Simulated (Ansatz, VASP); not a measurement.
**Two plane-wave programs on GaSb3**

```
Ga Sb
1.0
     0.00000    3.64667    3.91397
     3.64667    0.00000    3.91397
     3.64667    3.64667    0.00000
Ga Sb
1 3
Direct
  0.00000 0.00000 0.00000
  0.25000 0.25000 0.25000
  0.75000 0.75000 0.75000
  0.50000 0.50000 0.50000
```

Change from the starting cell: engineering shear strain xz +0.0000, normal strain along z +0.0733.

Alike in both runs: task single point; functional PBEsol; k mesh 10 × 10 × 10; occupations gaussian, width 0.15 eV; no spin polarisation.

|  | VASP | Ansatz |
| --- | --- | --- |
| version | VASP 6.6.1 | Ansatz 0.2.0 |
| potentials or method | VASP PAW PBE potentials, release 64 (Ga_d, Sb), cutoff 520 eV | scalar-relativistic, plane waves, PAW |
| valence electrons in the cell | 28 | 58 |

Ansatz gave:

```
gap on the k mesh at the Fermi level (eV)                     : none
pressure (GPa)                                                : -3.5
traceless stress, the component that is largest in VASP (GPa) : -1.01
```

Q: What did VASP give for the same quantities?

A: gap on the k mesh at the Fermi level (eV): none; pressure (GPa): -3.6; traceless stress, the component that is largest in VASP (GPa): -1.01.

VASP's potentials were made for PBE, not for PBEsol, and Ansatz warns of the same on its side. A gap of «none» marks a metal or a gap that the smearing closes. The functional is the same, so the differences come from potentials, cutoffs and numerics. VASP's potentials hold 28 valence electrons a cell and Ansatz's 58, so a difference there can come from the potentials and not from the codes.

Neither program's run includes spin-orbit coupling.
